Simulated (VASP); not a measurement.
Wanted: the native input for a VASP 6.6.1 run.

| Property | Result |
| --- | --- |
| Task | single point |
| Functional | PBE |
| Potentials or basis | VASP PAW PBE potentials, release 64 (Ru_pv) |
| Cutoff | 520 eV |
| k mesh | 22 × 22 × 22 |
| Occupations | gaussian, width 0.15 eV |
| Spin | no spin polarisation |
| Dipole correction | no |
| Further INCAR settings | ALGO = Fast; EDIFF = 1e-07; NBANDS = 13 |

The structure of Ru lies in POSCAR:

```
Ru
1.0
    0.0000000000      2.0578562278      1.7633770016
    2.0578562278      0.0000000000      1.7633770016
    2.0578562278      2.0578562278      0.0000000000
Ru
1
Direct
    0.0000000000      0.0000000000      0.0000000000
```

This cell differs from its parent crystal: volume 14.935 Å^3 an atom, c/a of the conventional cell 0.8569.

These files were run (other wordings do the same):

INCAR

```
PREC     = Accurate       # precision mode
ENCUT    = 520            # plane-wave cutoff, eV
EDIFF    = 1E-7           # SCF threshold, eV
ISMEAR   = 0              # smearing method
SIGMA    = 0.15           # smearing width, eV
LREAL    = False          # projectors in reciprocal space
LASPH    = True           # aspherical terms in the spheres
NELM     = 100            # most SCF steps
ALGO     = Fast           # electronic algorithm
ISIF     = 2              # what is computed and relaxed
LWAVE    = False          # write WAVECAR
LCHARG   = False          # write CHGCAR
GGA      = PE             # functional
NBANDS   = 13             # bands
```

KPOINTS

```
Automatic mesh
0
Gamma
  22 22 22
```

Potentials or basis: VASP PAW PBE potentials, release 64 (Ru_pv).

Command:

```sh
$ cat potpaw_PBE.64/Ru_pv/POTCAR > POTCAR
$ mpirun -np 1 vasp_std > vasp.out
```

Results of the run:

The pressure is -16.9 GPa and the band gap on the k mesh is zero (band 7 reaches 13.06 eV, above the bottom of band 8 at 9.69 eV).

Wall time 2.5 min on 1 thread of AMD EPYC 9R45 (Zen 5), on a shared host, peak memory 0.22 GiB.
